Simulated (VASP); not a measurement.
# TiSi16 (a cell with a defect) in VASP: relaxation of the atoms with PBE

Aim: the relaxation of the atoms of TiSi16 (a cell with a defect) with PBE.

All numbers are computed with VASP 6.6.1; they aren't measurements. Logs are shortened: lines on timing, memory, paths and dates and some standing lists are left out, and cuts for length are marked.

### 1 The cell of the first run

The cell holds a defect, 17 atoms: a = 7.679 Å, b = 7.679 Å, c = 7.679 Å, α = 60.00°, β = 60.00°, γ = 60.00°.

### 2 Relaxation of the atoms, PBE

Contents of INCAR:

```
SYSTEM = TiSi16
PREC     = Accurate       ! precision mode
ENCUT    = 450            ! plane-wave cutoff, eV
EDIFF    = 1E-7           ! SCF threshold, eV
ISMEAR   = -1             ! smearing method
SIGMA    = 0.05           ! smearing width, eV
LREAL    = .FALSE.        ! projectors in reciprocal space
LASPH    = .TRUE.         ! aspherical terms in the spheres
NELM     = 120            ! most SCF steps
ALGO     = Normal         ! electronic algorithm
ISIF     = 2              ! what is computed and relaxed
LWAVE    = .FALSE.        ! write WAVECAR
LCHARG   = .FALSE.        ! write CHGCAR
GGA      = PE             ! functional
IBRION   = 2              ! ionic algorithm
NSW      = 80             ! ionic steps
EDIFFG   = -0.03          ! ionic threshold
GGA_COMPAT= .FALSE.      
NELMIN   = 4
```

Contents of KPOINTS:

```
regular mesh
0
G
  2 2 2
  0 0 0
```

Contents of POSCAR:

```
TiSi16
1.0
    0.0000000000      5.4300000000      5.4300000000
    5.4300000000      0.0000000000      5.4300000000
    5.4300000000      5.4300000000      0.0000000000
Si Ti
16 1
Direct
    0.0000000000      0.0000000000      0.0000000000
    0.1250000000      0.1250000000      0.1250000000
    0.0000000000      0.0000000000      0.5000000000
    0.1250000000      0.1250000000      0.6250000000
    0.0000000000      0.5000000000      0.0000000000
    0.1250000000      0.6250000000      0.1250000000
    0.0000000000      0.5000000000      0.5000000000
    0.1250000000      0.6250000000      0.6250000000
    0.5000000000      0.0000000000      0.0000000000
    0.6250000000      0.1250000000      0.1250000000
    0.5000000000      0.0000000000      0.5000000000
    0.6250000000      0.1250000000      0.6250000000
    0.5000000000      0.5000000000      0.0000000000
    0.6250000000      0.6250000000      0.1250000000
    0.5000000000      0.5000000000      0.5000000000
    0.6250000000      0.6250000000      0.6250000000
    0.8081225000      0.3096291000      0.3095950000
```

Potentials or basis: VASP PAW PBE potentials, release 64 (Si, Ti_sv).

Launch:

```console
> cat potpaw_PBE.64/Si/POTCAR potpaw_PBE.64/Ti_sv/POTCAR > POTCAR
> mpirun -np 1 vasp_std > vasp.out
```

OUTCAR:

```text
SYSTEM = TiSi16
   PREC = Accurate
   ENCUT = 450
   EDIFF = 1E-7
   ISMEAR = -1
   LREAL = .FALSE.
   LASPH = .TRUE.
   NELM = 120
   ISIF = 2
   GGA = PE
   IBRION = 2
   NSW = 80
   EDIFFG = -0.03
   NELMIN = 4

 ion  position               nearest neighbor table
   1  0.000  0.000  0.000-   2 2.35   4 2.35   6 2.35  10 2.35
   2  0.125  0.125  0.125-  17 2.25   3 2.35   5 2.35   9 2.35   1 2.35
   3  0.000  0.000  0.500-  17 2.27   4 2.35   8 2.35  12 2.35   2 2.35
   4  0.125  0.125  0.625-   1 2.35   3 2.35   7 2.35  11 2.35
   5  0.000  0.500  0.000-  17 2.27   6 2.35   8 2.35  14 2.35   2 2.35
   6  0.125  0.625  0.125-   1 2.35   5 2.35   7 2.35  13 2.35
   7  0.000  0.500  0.500-   4 2.35   6 2.35   8 2.35  16 2.35
   8  0.125  0.625  0.625-   3 2.35   5 2.35   7 2.35  15 2.35
   9  0.500  0.000  0.000-   2 2.35  10 2.35  12 2.35  14 2.35
  10  0.625  0.125  0.125-   1 2.35   9 2.35  11 2.35  13 2.35
  11  0.500  0.000  0.500-   4 2.35  10 2.35  12 2.35  16 2.35
  12  0.625  0.125  0.625-  17 2.24   9 2.35  11 2.35  15 2.35   3 2.35
  13  0.500  0.500  0.000-   6 2.35  10 2.35  14 2.35  16 2.35
  14  0.625  0.625  0.125-  17 2.24   9 2.35  13 2.35  15 2.35   5 2.35
  15  0.500  0.500  0.500-  17 2.26  12 2.35  14 2.35  16 2.35   8 2.35
  16  0.625  0.625  0.625-   7 2.35  11 2.35  13 2.35  15 2.35
  17  0.808  0.310  0.310-  14 2.24  12 2.24   2 2.25  15 2.26   5 2.27   3 2.27

  LATTYP: Found a face centered cubic cell.
 ALAT       =    10.8600000000

  Lattice vectors:

 A1 = (   0.0000000000,   5.4300000000,   5.4300000000)
 A2 = (   5.4300000000,   0.0000000000,   5.4300000000)
 A3 = (   5.4300000000,   5.4300000000,   0.0000000000)

Analysis of symmetry for initial positions (statically):
=====================================================================
 Subroutine PRICEL returns:
 Original cell was already a primitive cell.

 Routine SETGRP: Setting up the symmetry group for a
 face centered cubic supercell.

 Subroutine GETGRP returns: Found  1 space group operations
 (whereof  1 operations were pure point group operations)
 out of a pool of 48 trial point group operations.

The static configuration has the point symmetry C_1 .

Analysis of symmetry for dynamics (positions and initial velocities):
=====================================================================
 Subroutine PRICEL returns:
 Original cell was already a primitive cell.

 Routine SETGRP: Setting up the symmetry group for a
 face centered cubic supercell.

 Subroutine GETGRP returns: Found  1 space group operations
 (whereof  1 operations were pure point group operations)
 out of a pool of 48 trial point group operations.

The dynamic configuration has the point symmetry C_1 .

 Subroutine INISYM returns: Found  1 space group operations
 (whereof  1 operations are pure point group operations),
 and found     1 'primitive' translations

----------------------------------------------------------------------------------------

                                     Primitive cell

  volume of cell :     320.2060

  direct lattice vectors                    reciprocal lattice vectors
     0.000000000  5.430000000  5.430000000    -0.092081031  0.092081031  0.092081031
     5.430000000  0.000000000  5.430000000     0.092081031 -0.092081031  0.092081031
     5.430000000  5.430000000  0.000000000     0.092081031  0.092081031 -0.092081031

  length of vectors
     7.679179644  7.679179644  7.679179644     0.159489025  0.159489025  0.159489025

  position of ions in fractional coordinates (direct lattice)
     0.000000000  0.000000000  0.000000000
     0.125000000  0.125000000  0.125000000
     0.000000000  0.000000000  0.500000000
     0.125000000  0.125000000  0.625000000
     0.000000000  0.500000000  0.000000000
     0.125000000  0.625000000  0.125000000
[... 9 lines left out ...]
     0.625000000  0.625000000  0.625000000
     0.808122500  0.309629100  0.309595000

  ion indices of the primitive-cell ions
   primitive index   ion index
                 1           1
                 2           2
                 3           3
                 4           4
                 5           5
                 6           6
[... 9 lines left out ...]
                16          16
                17          17

----------------------------------------------------------------------------------------

 KPOINTS: regular mesh

Automatic generation of k-mesh.
 Grid dimensions read from file:
 generate k-points for:    2    2    2

 Generating k-lattice:

  Cartesian coordinates                     Fractional coordinates (reciprocal lattice)
    -0.046040516  0.046040516  0.046040516     0.500000000  0.000000000  0.000000000
     0.046040516 -0.046040516  0.046040516     0.000000000  0.500000000  0.000000000
     0.046040516  0.046040516 -0.046040516     0.000000000  0.000000000  0.500000000

  Length of vectors
     0.079744512  0.079744512  0.079744512

  Shift w.r.t. Gamma in fractional coordinates (k-lattice)
     0.000000000  0.000000000  0.000000000

 Subroutine IBZKPT returns following result:
 ===========================================

 Found      8 irreducible k-points:

 Following reciprocal coordinates:
            Coordinates               Weight
  0.000000  0.000000  0.000000      1.000000
  0.500000  0.000000  0.000000      1.000000
  0.000000  0.500000  0.000000      1.000000
  0.000000  0.000000  0.500000      1.000000
  0.500000  0.500000  0.500000      1.000000
  0.500000  0.500000  0.000000      1.000000
  0.000000  0.500000  0.500000      1.000000
  0.500000  0.000000  0.500000      1.000000
   k-points           NKPTS =      8   k-points in BZ     NKDIM =      8   number of bands    NBANDS=     47
   number of dos      NEDOS =    301   number of ions     NIONS =     17
   total plane-waves  NPLWV = 157464
   dimension x,y,z NGX =    54 NGY =   54 NGZ =   54
   dimension x,y,z NGXF=   108 NGYF=  108 NGZF=  108
   ions per type =              16   1
   NGX,Y,Z   is equivalent  to a cutoff of  11.69, 11.69, 11.69 a.u.
   NGXF,Y,Z  is equivalent  to a cutoff of  23.38, 23.38, 23.38 a.u.
 SYSTEM =  TiSi16
   PREC   = accura    normal or accurate (medium, high low for compatibility)
   ISTART =      0    job   : 0-new  1-cont  2-samecut
   ICHARG =      2    charge: 1-file 2-atom 10-const
   ISPIN  =      1    spin polarized calculation?
   LNONCOLLINEAR =      F non collinear calculations
   LSORBIT =      F    spin-orbit coupling
   LASPH  =      T    aspherical Exc in radial PAW
   ENCUT  =  450.0 eV  33.07 Ry    5.75 a.u.  13.28 13.28 13.28*2*pi/ulx,y,z
   NELM   =    120;   NELMIN=  4; NELMDL= -5     # of ELM steps
   EDIFF  = 0.1E-06   stopping-criterion for ELM
   LREAL  =      F    real-space projection
   EDIFFG = -.3E-01   stopping-criterion for IOM
   NSW    =     80    number of steps for IOM
   IBRION =      2    ionic relax: 0-MD 1-quasi-New 2-CG
   NFREE  =      1    steps in history (QN), initial steepest desc. (CG)
   ISIF   =      2    stress and relaxation
   ISYM   =      2    0-nonsym 1-usesym 2-fastsym
   POTIM  = 0.5000    time-step for ionic-motion
   TEBEG  =    0.0;   TEEND  =   0.0 temperature during run
   PSTRESS=    0.0 pullay stress
   NELECT =      76.0000    total number of electrons
   NUPDOWN=      -1.0000    fix difference up-down
   EMIN   =  10.00;   EMAX   =-10.00  energy-range for DOS
   EFERMI =   0.00;   METHOD = LEGACY
   ISMEAR =    -1;   SIGMA  =   0.05  broadening in eV -4-tet -1-fermi 0-gaus
   EFERMI_NEDOS =   21; number of points for ismear=-14 and -15
   IALGO  =     38    algorithm
   IMIX   =      4    mixing-type and parameters
     AMIX     =   0.40;   BMIX     =  1.00
     AMIX_MAG =   1.60;   BMIX_MAG =  1.00
  volume/ion in A,a.u.               =      18.84       127.11
  Fermi-wavevector in a.u.,A,eV,Ry     =   1.013607  1.915439 13.978610  1.027399
  Thomas-Fermi vector in A             =   2.146786
   LORBIT       =      0    0 simple, 1 ext, 2 COOP (PROOUT), +10 PAW based schemes
   GGA     = PE    functional components
   LHFCALC =     F    Hartree Fock is set to
   AEXX    =    0.0000 exact exchange contribution
   IVDW    =     0    specifies the selected vdW correction
   LEPSILON=     F    determine dielectric tensor
   LRPA    =     F    only Hartree local field effects (RPA)
 conjugate gradient relaxation of ions
 non-spin polarized calculation
  energy-cutoff  :      450.00
  volume of cell :      320.21
 maximum number of plane-waves:      6958
 NGX is ok and might be reduce to    54
   NGX = 27   NGY = 27   NGZ = 27

--------------------------------------- Ionic step        1  -------------------------------------------

 number of electron      76.0000004 magnetization

 Free energy of the ion-electron system (eV)
  ---------------------------------------------------
  ext. energy  EPLUGINS =         0.00000000
  ---------------------------------------------------
  free energy    TOTEN  =       -89.02046217 eV

  energy without entropy =      -88.94765579  energy(sigma->0) =      -88.98405898

------------------------ aborting loop because EDIFF is reached ----------------------------------------

  FORCE on cell =-STRESS in cart. coord.  units (eV):
  Direction    XX          YY          ZZ          XY          YZ          ZX
  --------------------------------------------------------------------------------------
  -------------------------------------------------------------------------------------
  Total       18.1191664     18.1173556     18.1173367     -3.7322969     -3.7570647     -3.7317790
  in kB       90.6607507     90.6516901     90.6515960    -18.6748569    -18.7987848    -18.6722655
  external PRESSURE =      90.6546789 kB  Pullay stress =       0.0000000 kB
[... 134 lines left out ...]
  FREE ENERGIE OF THE ION-ELECTRON SYSTEM (eV)
  ---------------------------------------------------
  free  energy   TOTEN  =       -90.3050444245 eV

  energy  without entropy=      -90.2367499322  energy(sigma->0) =      -90.27089718

[... ionic steps 4 to 43 ...]

--------------------------------------- Ionic step       44  -------------------------------------------

 number of electron      76.0000003 magnetization

------------------------ aborting loop because EDIFF is reached ----------------------------------------

  FORCE on cell =-STRESS in cart. coord.  units (eV):
  Direction    XX          YY          ZZ          XY          YZ          ZX
  --------------------------------------------------------------------------------------
  -------------------------------------------------------------------------------------
  Total        8.0556091      8.0520998      8.0520258     -0.0105627     -0.0098636     -0.0105632
  in kB       40.3069078     40.2893487     40.2889783     -0.0528513     -0.0493532     -0.0528539
  external PRESSURE =      40.2950783 kB  Pullay stress =       0.0000000 kB
[... 87 lines left out ...]
  energy  without entropy=      -92.1575859716  energy(sigma->0) =      -92.20632314

--------------------------------------- Ionic step       46  -------------------------------------------

 number of electron      76.0000003 magnetization

 Free energy of the ion-electron system (eV)
  ---------------------------------------------------
  ext. energy  EPLUGINS =         0.00000000
  ---------------------------------------------------
  free energy    TOTEN  =       -92.25522985 eV

  energy without entropy =      -92.15765643  energy(sigma->0) =      -92.20644314

 E-fermi :   6.9252     XC(G=0):  -9.7506

 val. band max:        6.8986503180   @ k =   0.0000   0.5000   0.5000
 cond. band min:       6.9581650324   @ k =   0.5000   0.5000   0.5000
 fundamental gap:      0.0595147145
 Fermi energy:         6.9251942544

 k-point     1 :       0.0000    0.0000    0.0000
  band No.  band energies     occupation
      1     -49.8501      2.00000
      2     -26.2271      2.00000
      3     -26.2271      2.00000
      4     -26.2240      2.00000
      5      -5.7199      2.00000
      6      -3.5137      2.00000
[... 433 lines left out ...]
  FREE ENERGIE OF THE ION-ELECTRON SYSTEM (eV)
  ---------------------------------------------------
  free  energy   TOTEN  =       -92.2552298469 eV

  energy  without entropy=      -92.1576564283  energy(sigma->0) =      -92.20644314

 reached required accuracy - stopping structural energy minimisation
```

Wall time 42 min (1 thread of Intel Xeon 6975P-C (Granite Rapids), shared host); peak memory 0.43 GiB.

What came out:

- Free energy: -92.2552 eV
- Energy gained by relaxing: 190.3 meV/atom
- Ionic steps: 46
- Pressure after relaxing: 4.0 GPa
- Largest force after relaxing: 0.017 eV/Å
- Band gap on the k mesh: zero (bands 38 and 39 overlap by 0.43 eV)

Forces in eV/Å, atoms in the order of the input:
```
Si  -0.010  0.001  0.001
Si   0.000 -0.008 -0.008
Si   0.002  0.002  0.001
Si   0.008  0.006  0.007
Si   0.002  0.001  0.002
Si   0.008  0.007  0.006
Si   0.008  0.007  0.007
Si   0.005  0.007  0.007
Si  -0.013 -0.008 -0.008
Si  -0.003 -0.002 -0.002
Si   0.000  0.001 -0.010
Si  -0.003 -0.002 -0.003
Si   0.000 -0.010  0.001
Si  -0.003 -0.003 -0.002
Si   0.004  0.001  0.001
Si   0.005  0.008  0.008
Ti  -0.011 -0.006 -0.006
```

Step by step:
| step | energy change (eV) | largest force (eV/Å) | pressure (GPa) |
| --- | --- | --- | --- |
| 1 | 0.0000 | 3.4143 | 9.07 |
| 3 | -1.2846 | 0.9530 | 7.31 |
| 5 | -1.3593 | 0.4964 | 7.11 |
| 7 | -1.3868 | 0.3707 | 6.95 |
| 9 | -1.4463 | 0.7998 | 6.55 |
| 11 | -1.4942 | 0.9825 | 6.35 |
| 13 | -1.7724 | 1.6881 | 5.36 |
| 15 | -1.8832 | 1.4358 | 4.72 |
| 17 | -1.9562 | 1.6067 | 4.02 |
| 19 | -2.0638 | 1.5575 | 3.62 |
| 21 | -2.2344 | 1.5943 | 3.20 |
| 23 | -2.5896 | 0.8797 | 3.11 |
| 25 | -2.6469 | 1.0568 | 3.16 |
| 27 | -2.8304 | 0.5652 | 3.49 |
| 29 | -3.0101 | 0.8008 | 3.62 |
| 31 | -3.0840 | 0.5540 | 3.62 |
| 33 | -3.1267 | 0.3786 | 3.70 |
| 35 | -3.1780 | 0.4812 | 3.96 |
| 37 | -3.2150 | 0.2533 | 4.00 |
| 39 | -3.2307 | 0.1011 | 4.03 |
| 41 | -3.2338 | 0.0733 | 4.04 |
| 43 | -3.2344 | 0.0326 | 4.03 |
| 45 | -3.2346 | 0.0311 | 4.03 |
| 46 | -3.2348 | 0.0174 | 4.03 |

Final structure:
```cif
data_structure
_symmetry_space_group_name_H-M 'P 1'
_symmetry_Int_Tables_number 1
_cell_length_a 7.6792
_cell_length_b 7.6792
_cell_length_c 7.6792
_cell_angle_alpha 60.000
_cell_angle_beta 60.000
_cell_angle_gamma 60.000
_cell_volume 320.21
loop_
_atom_site_label
_atom_site_type_symbol
_atom_site_fract_x
_atom_site_fract_y
_atom_site_fract_z
_atom_site_occupancy
Si1 Si 0.00778 0.00012 0.00011 1
Si2 Si 0.14107 0.12450 0.12450 1
Si3 Si 0.00702 0.99883 0.50709 1
Si4 Si 0.12700 0.13182 0.62710 1
Si5 Si 0.00702 0.50709 0.99882 1
Si6 Si 0.12700 0.62710 0.13182 1
Si7 Si 0.00246 0.50251 0.50251 1
Si8 Si 0.12603 0.62611 0.62611 1
Si9 Si 0.50432 0.00441 0.00441 1
Si10 Si 0.62518 0.12534 0.12533 1
Si11 Si 0.49999 0.00009 0.50791 1
Si12 Si 0.62440 0.12449 0.64110 1
Si13 Si 0.49999 0.50791 0.00009 1
Si14 Si 0.62440 0.64110 0.12448 1
Si15 Si 0.49877 0.50709 0.50708 1
Si16 Si 0.63175 0.62709 0.62709 1
Ti1 Ti 0.75393 0.25404 0.25404 1
```

Caveat: the k points lie up to 0.50 Å⁻¹ apart.
